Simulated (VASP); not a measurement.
# BNO3 (R-3c) in VASP: further runs

Aim: see how the results for BNO3 move with the level of theory and the settings. Levels: PBE, PBE+D3(BJ). Tasks: single point.

Everything below comes from runs of VASP 6.6.1. Logs are shortened: lines on timing, memory, paths and dates and some standing lists are left out, and cuts for length are marked.

## (1) The cell of the first run

Symmetry: R-3c, No. 167, trigonal system. The conventional cell has a = 4.379 Å, b = 4.379 Å, c = 14.240 Å, α = 90.00°, β = 90.00°, γ = 120.00°. B (site symmetry -3) has 6 O at 1.73 Å within 2.3 Å. Within 2.8 Å of N (site symmetry 32) lie 12 O at 2.13 to 2.69 Å and 6 B at 2.79 Å. Within 2.3 Å of O (site symmetry 2) lie 2 B at 1.73 Å and 2 N at 2.13 to 2.25 Å and 4 O at 2.19 Å.

## (2) Single point, PBE

INCAR reads:

```
PREC     = Accurate       # precision mode
ENCUT    = 520            # plane-wave cutoff, eV
EDIFF    = 1E-7           # SCF threshold, eV
ISMEAR   = -1             # smearing method
SIGMA    = 0.1            # smearing width, eV
LREAL    = False          # projectors in reciprocal space
LASPH    = True           # aspherical terms in the spheres
NELM     = 100            # most SCF steps
ALGO     = Normal         # electronic algorithm
ISIF     = 2              # what is computed and relaxed
LWAVE    = False          # write WAVECAR
LCHARG   = False          # write CHGCAR
GGA      = PE             # functional
NBANDS   = 37             # bands
```

KPOINTS reads:

```
regular mesh
0
Gamma
  5 5 5
```

POSCAR reads:

```
BNO3
1.0
    1.7829300000     -3.9998350000      0.0000000000
    0.0000000000      2.3972870000     -3.6647730000
    5.3780870000      0.0000000000      0.0000000000
B N O
2 2 6
Direct
    0.0000000000      0.0000000000      0.0000000000
    0.0000000000      0.5000000000      0.5000000000
    0.5000000000      0.7500000000      0.7500000000
    0.5000000000      0.2500000000      0.2500000000
    0.9860000000      0.7500000000      0.7500000000
    0.5000000000      0.2360000000      0.7500000000
    0.0140000000      0.2640000000      0.7500000000
    0.0140000000      0.2500000000      0.2500000000
    0.5000000000      0.7640000000      0.2500000000
    0.9860000000      0.7360000000      0.2500000000
```

Potentials or basis: VASP PAW PBE potentials, release 64 (B, N, O).

Launch:

```sh
$ cat potpaw_PBE.64/B/POTCAR potpaw_PBE.64/N/POTCAR potpaw_PBE.64/O/POTCAR > POTCAR
$ mpirun -np 1 vasp_std > vasp.out
```

OUTCAR:

```text
PREC = Accurate
   ENCUT = 520
   EDIFF = 1E-7
   ISMEAR = -1
   LREAL = False
   LASPH = True
   NELM = 100
   ISIF = 2
   GGA = PE

 ion  position               nearest neighbor table
   1  0.000  0.000  0.000-   5 1.73   8 1.73   7 1.73  10 1.73   6 1.73   9 1.73
   2  0.000  0.500  0.500-   7 1.73  10 1.73   8 1.73   5 1.73   9 1.73   6 1.73
   3  0.500  0.750  0.750-
   4  0.500  0.250  0.250-
   5  0.986  0.750  0.750-   2 1.73   1 1.73
   6  0.500  0.236  0.750-   1 1.73   2 1.73
   7  0.014  0.264  0.750-   2 1.73   1 1.73
   8  0.014  0.250  0.250-   2 1.73   1 1.73
   9  0.500  0.764  0.250-   1 1.73   2 1.73
  10  0.986  0.736  0.250-   2 1.73   1 1.73

  LATTYP: Found a trigonal (rhomboedric) cell.
 ALAT       =     5.3780921421
 COS(alpha) =     0.6684818529

  Lattice vectors:

 A1 = (   3.5951570000,   1.6025480000,   3.6647730000)
 A2 = (   5.3780870000,   0.0000000000,   0.0000000000)
 A3 = (   3.5951570000,   3.9998350000,   0.0000000000)

Analysis of symmetry for initial positions (statically):
=====================================================================
 Subroutine PRICEL returns:
 Original cell was already a primitive cell.

 Routine SETGRP: Setting up the symmetry group for a
 trigonal (rhombohedral) supercell.

 Subroutine GETGRP returns: Found 12 space group operations
 (whereof  6 operations were pure point group operations)
 out of a pool of 12 trial point group operations.

The static configuration has the point symmetry S_6 .
 The point group associated with its full space group is D_3d.

Analysis of symmetry for dynamics (positions and initial velocities):
=====================================================================
 Subroutine PRICEL returns:
 Original cell was already a primitive cell.

 Routine SETGRP: Setting up the symmetry group for a
 trigonal (rhombohedral) supercell.

 Subroutine GETGRP returns: Found 12 space group operations
 (whereof  6 operations were pure point group operations)
 out of a pool of 12 trial point group operations.

The dynamic configuration has the point symmetry S_6 .
 The point group associated with its full space group is D_3d.

 Subroutine INISYM returns: Found 12 space group operations
 (whereof  6 operations are pure point group operations),
 and found     1 'primitive' translations

----------------------------------------------------------------------------------------

                                     Primitive cell

[... 108 lines left out ...]
   POTIM  = 0.5000    time-step for ionic-motion
   TEBEG  =    0.0;   TEEND  =   0.0 temperature during run
   PSTRESS=    0.0 pullay stress
   NELECT =      52.0000    total number of electrons
   NUPDOWN=      -1.0000    fix difference up-down
   EMIN   =  10.00;   EMAX   =-10.00  energy-range for DOS
   EFERMI =   0.00;   METHOD = LEGACY
   ISMEAR =    -1;   SIGMA  =   0.10  broadening in eV -4-tet -1-fermi 0-gaus
   EFERMI_NEDOS =   21; number of points for ismear=-14 and -15
   IALGO  =     38    algorithm
   IMIX   =      4    mixing-type and parameters
     AMIX     =   0.40;   BMIX     =  1.00
     AMIX_MAG =   1.60;   BMIX_MAG =  1.00
  volume/ion in A,a.u.               =       7.88        53.20
  Fermi-wavevector in a.u.,A,eV,Ry     =   1.425072  2.692996 27.631141  2.030832
  Thomas-Fermi vector in A             =   2.545496
   LORBIT       =      0    0 simple, 1 ext, 2 COOP (PROOUT), +10 PAW based schemes
   GGA     = PE    functional components
   LHFCALC =     F    Hartree Fock is set to
   AEXX    =    0.0000 exact exchange contribution
   IVDW    =     0    specifies the selected vdW correction
   LEPSILON=     F    determine dielectric tensor
   LRPA    =     F    only Hartree local field effects (RPA)
 non-spin polarized calculation
  energy-cutoff  :      520.00
  volume of cell :       78.83
 maximum number of plane-waves:      2142
 NGX is ok and might be reduce to    36
   NGX = 17   NGY = 17   NGZ = 19

 number of electron      52.0000017 magnetization

 Free energy of the ion-electron system (eV)
  ---------------------------------------------------
  ext. energy  EPLUGINS =         0.00000000
  ---------------------------------------------------
  free energy    TOTEN  =       -47.01307147 eV

  energy without entropy =      -46.68251497  energy(sigma->0) =      -46.84779322

 E-fermi :   3.4911     XC(G=0): -11.7744

 val. band max:        3.4874578591   @ k =  -0.2000   0.0000   0.4000
 cond. band min:       3.5023420271   @ k =   0.2000   0.4000   0.0000
 fundamental gap:      0.0148841680
 Fermi energy:         3.4911338141

 k-point     1 :       0.0000    0.0000    0.0000
  band No.  band energies     occupation
      1     -17.9819      2.00000
      2     -16.3877      2.00000
      3     -13.9908      2.00000
      4     -13.9907      2.00000
      5     -13.1411      2.00000
      6     -13.1411      2.00000
[... 749 lines left out ...]
     36      12.0829      0.00000
     37      13.2127      0.00000

------------------------ aborting loop because EDIFF is reached ----------------------------------------

  FORCE on cell =-STRESS in cart. coord.  units (eV):
  Direction    XX          YY          ZZ          XY          YZ          ZX
  --------------------------------------------------------------------------------------
  -------------------------------------------------------------------------------------
  Total      -15.6196965     -4.0994288     -2.4651869     -6.4085117     -1.8686347     -4.1920983
  in kB     -317.4433219    -83.3138015    -50.1006599   -130.2419178    -37.9767682    -85.1971498
  external PRESSURE =    -150.2859278 kB  Pullay stress =       0.0000000 kB

 VOLUME and BASIS-vectors are now :
 -----------------------------------------------------------------------------
  energy-cutoff  :      520.00
  volume of cell :       78.83
      direct lattice vectors                 reciprocal lattice vectors
     1.782930000 -3.999835000  0.000000000     0.000000000 -0.250010313 -0.163542591
     0.000000000  2.397287000 -3.664773000     0.000000000  0.000000000 -0.272868197
     5.378087000  0.000000000  0.000000000     0.185939722  0.082882796  0.054217232

 POSITION                                       TOTAL-FORCE (eV/Angst)
 -----------------------------------------------------------------------------------
      0.00000      0.00000      0.00000         0.000000     -0.000000     -0.000000
      2.68904      1.19864     -1.83239         0.000000     -0.000000     -0.000000
      4.92503     -0.20195     -2.74858         0.000000     -0.000000     -0.000000
      2.23599     -1.40060     -0.91619         0.000000     -0.000000     -0.000000
      5.79153     -2.14587     -2.74858        -0.472372      1.059723     -0.000000
      4.92503     -1.43416     -0.86489         0.000000     -0.635141      0.970951
      4.05853      0.57689     -0.96750         0.472372     -0.424582     -0.970951
      1.36948      0.54332     -0.91619         0.472372     -1.059723     -0.000000
      2.23599     -0.16839     -2.79989         0.000000      0.635141     -0.970951
      3.10249     -2.17943     -2.69727        -0.472372      0.424582      0.970951
 -----------------------------------------------------------------------------------
    total drift:                                0.000000      0.000000     -0.000000

  FREE ENERGIE OF THE ION-ELECTRON SYSTEM (eV)
  ---------------------------------------------------
  free  energy   TOTEN  =       -47.0130714666 eV

  energy  without entropy=      -46.6825149738  energy(sigma->0) =      -46.84779322
```

Wall time 66 s (1 thread of Intel Xeon Platinum 8259CL at 2.50GHz (Skylake/Cascade Lake), shared host); peak memory 0.22 GiB.

What came out:

| Property | Result |
| --- | --- |
| Free energy | -47.0131 eV |
| Pressure | -15.0 GPa |
| Largest force | 1.160 eV/Å |
| Band gap on the k mesh | zero (band 26 reaches 4.03 eV, above the bottom of band 27 at 3.30 eV) |

Forces on the atoms (eV/Å):
```
B    0.000  0.000  0.000
B    0.000  0.000  0.000
N    0.000  0.000  0.000
N    0.000  0.000  0.000
O   -0.472  1.060  0.000
O    0.000 -0.635  0.971
O    0.472 -0.425 -0.971
O    0.472 -1.060  0.000
O    0.000  0.635 -0.971
O   -0.472  0.425  0.971
```

Levels at points of the mesh, in eV from the Fermi level:
```
           k point  band 22  band 23  band 24  band 25  band 26  band 27  band 28  band 29  band 30  band 31
(0.00, 0.00, 0.00)    -0.13    -0.12    -0.12     0.27     0.54     0.54     0.60     2.43     2.53     2.53
```

Caveat: the k points lie up to 0.38 Å⁻¹ apart; forces of over 1 eV/Å act on the atoms, so gaps and moduli don't describe the material at rest.

## (3) Single point, PBE+D3(BJ)

INCAR reads:

```
PREC = Accurate
ENCUT = 520
EDIFF = 1E-6
ISMEAR = -1
SIGMA = 0.1
LREAL = F
LASPH = T
NELM = 100
ALGO = Normal
ISIF = 2
LWAVE = F
LCHARG = F
GGA = PE
IVDW = 12
NBANDS = 37
```

KPOINTS is that of step 2.

POSCAR is that of step 2.

Potentials or basis: VASP PAW PBE potentials, release 64 (B, N, O).

Launch:

```sh
$ cat potpaw_PBE.64/B/POTCAR potpaw_PBE.64/N/POTCAR potpaw_PBE.64/O/POTCAR > POTCAR
$ mpirun -np 1 vasp_std > vasp.out
```

Run time: 65 s. Hardware: 1 thread of Intel Xeon Platinum 8259CL at 2.50GHz (Skylake/Cascade Lake), shared host; peak memory 0.23 GiB.

Results (log left out):

| Property | Result |
| --- | --- |
| Free energy | -48.2456 eV |
| Pressure | -16.8 GPa |
| Largest force | 1.152 eV/Å |
| Band gap on the k mesh | zero (band 26 reaches 4.03 eV, above the bottom of band 27 at 3.30 eV) |
| Dispersion energy per atom | -0.123 eV |

Forces in eV/Å, atoms in the order of the input:
```
B    0.000  0.000  0.000
B    0.000  0.000  0.000
N    0.000  0.000  0.000
N    0.000  0.000  0.000
O   -0.469  1.052  0.000
O    0.000 -0.631  0.964
O    0.469 -0.421 -0.964
O    0.469 -1.052  0.000
O    0.000  0.631 -0.964
O   -0.469  0.421  0.964
```

Stress tensor (GPa, compression positive):
```
-33.63 -13.13  -8.59
-13.13 -10.03  -3.83
 -8.59  -3.83  -6.68
```

Levels at points of the mesh, in eV from the Fermi level:
| k point | band 24 | band 25 | band 26 | band 27 | band 28 | band 29 |
| --- | --- | --- | --- | --- | --- | --- |
| (0.00, 0.00, 0.00) | -0.12 | 0.27 | 0.54 | 0.54 | 0.60 | 2.43 |

Caveat: the k points lie up to 0.38 Å⁻¹ apart; three body term missing; pairwise dispersion overbinds metals, which lowers pressure and volume; forces of over 1 eV/Å act on the atoms, so gaps and moduli don't describe the material at rest.
